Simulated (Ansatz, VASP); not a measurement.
# BN in VASP and in Ansatz

The input POSCAR:

```
BN
1.0
    2.5433243829      0.0000000000      0.0000000000
   -1.2716621915      2.2025835257      0.0000000000
    0.0000000000      0.0000000000      4.2068547497
B N
2 2
Direct
    0.3333333333      0.6666666667     -0.0191121685
    0.6666666667      0.3333333333      0.4808878315
    0.3333333333      0.6666666667      0.3931121685
    0.6666666667      0.3333333333      0.8931121685
```

Contents of INCAR.step1:

```
PREC = Accurate
ENCUT = 520
ISMEAR = 0
SIGMA = 0.01
LREAL = F
LASPH = T
NELM = 100
NBANDS = 16
GGA = PE
ALGO = Normal
EDIFF = 1E-4
LWAVE = T
LCHARG = F
```

File INCAR.step2:

```
PREC = Accurate
ENCUT = 520
EDIFF = 1E-6
ISMEAR = 0
SIGMA = 0.01
LREAL = F
LASPH = T
NELM = 100
ALGO = Normal
ISIF = 2
LWAVE = F
LCHARG = F
METAGGA = R2SCAN
LMIXTAU = T
NBANDS = 16
ISTART = 1
```

The input KPOINTS:

```
regular mesh
0
Gamma
  12 12 6
```

Input for Ansatz:

```yaml
crystal:
  lattice:
    - [2.5433243829, 0.0, 0.0]
    - [-1.2716621915, 2.2025835257, 0.0]
    - [0.0, 0.0, 4.2068547497]
  atoms:
    - { symbol: B, position: [0.3333333333, 0.6666666667, -0.0191121685] }
    - { symbol: B, position: [0.6666666667, 0.3333333333, 0.4808878315] }
    - { symbol: "N", position: [0.3333333333, 0.6666666667, 0.3931121685] }
    - { symbol: "N", position: [0.6666666667, 0.3333333333, 0.8931121685] }
basis:
  ecutwfc: 500
  xc_grid: 2
kpoints:
  mp_grid: { grid: [12, 12, 6] }
hamiltonian:
  xc: r2scan
  pseudopotentials: { kind: paw, azcp: { folder: soft_1 } }
scf:
  occupations: { method: fixed }
output:
  forces: true
  stress: true
  eigenvalues: true
  polarization: {}
```

Change from the starting cell: polar distortion scaled by 0.70.

Alike in both runs: task single point; functional r2SCAN; k mesh 12 × 12 × 6; no spin polarisation.

|  | VASP | Ansatz |
| --- | --- | --- |
| version | VASP 6.6.1 | Ansatz 0.2.0 |
| potentials or method | VASP PAW PBE potentials, release 64 (B, N), cutoff 520 eV | scalar-relativistic, plane waves, PAW |
| occupations | gaussian, width 0.01 eV | fixed |
| valence electrons in the cell | 16 | 16 |

|  | VASP | Ansatz | Ansatz less VASP |
| --- | --- | --- | --- |
| gap on the k mesh at the Fermi level (eV) | 5.63 | 5.63 | -0.001 |
| least direct gap on the mesh (eV) | 7.53 | 7.51 | -0.020 |
| pressure (GPa) | 8.5 | 7.1 | -1.38 |
| traceless stress, the component that is largest in VASP (GPa) | 8.63 | 9.41 | +0.780 |
| rms of the force components (eV/Å) | 1.393 | 1.387 | -0.0060 |

VASP's potentials were made for PBE, not for r2SCAN. Atom by atom the forces differ by 0.006 eV/Å (rms over components).
